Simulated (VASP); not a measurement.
Wanted: the native input for a VASP 6.6.1 run.

| Item | Value |
| --- | --- |
| Task | single point |
| Functional | PBE |
| Potentials or basis | VASP PAW PBE potentials, release 64 (Mg, Cd, S) |
| Cutoff | 520 eV |
| k mesh | 8 × 8 × 8 |
| Occupations | gaussian, width 0.02 eV |
| Spin | no spin polarisation |
| Dipole correction | no |
| Further INCAR settings | ALGO = Normal; EDIFF = 1e-07; NBANDS = 31 |

The structure of Mg3CdS4 lies in POSCAR:

```
Mg3CdS4
1.0
    5.3134949000      0.0000000000      0.0000000000
    0.0000000000      5.3134949000      0.0000000000
    0.0000000000      0.0000000000      5.3134949000
Mg Cd S
3 1 4
Direct
    0.5000000000      0.0000000000      0.5000000000
    0.5000000000      0.5000000000      0.0000000000
    0.0000000000      0.5000000000      0.5000000000
    0.0000000000      0.0000000000      0.0000000000
    0.0000000000      0.5000000000      0.0000000000
    0.5000000000      0.5000000000      0.5000000000
    0.0000000000      0.0000000000      0.5000000000
    0.5000000000      0.0000000000      0.0000000000
```

The input as run:

INCAR

```
SYSTEM = Mg3CdS4
ALGO = Normal
EDIFF = 1E-7
ENCUT = 520
GGA = PE
ISIF = 2
ISMEAR = 0
LASPH = .True.
LCHARG = .False.
LREAL = .False.
LWAVE = .False.
NBANDS = 31
NELM = 80
PREC = Accurate
SIGMA = 0.02
```

KPOINTS

```
k-points
0
Gamma
  8 8 8
  0 0 0
```

Potentials or basis: VASP PAW PBE potentials, release 64 (Mg, Cd, S).

Command:

```bash
$ cat potpaw_PBE.64/Mg/POTCAR potpaw_PBE.64/Cd/POTCAR potpaw_PBE.64/S/POTCAR > POTCAR
$ mpirun -np 1 vasp_std > vasp.out
```

It gave:

The pressure is -0.1 GPa and the band gap on the k mesh is 0.51 eV (least direct gap 1.21 eV).

Run time: 57 s on 1 thread of Intel(R) Xeon(R) 6975P-C (Granite Rapids), on a shared host, peak memory 0.33 GiB.
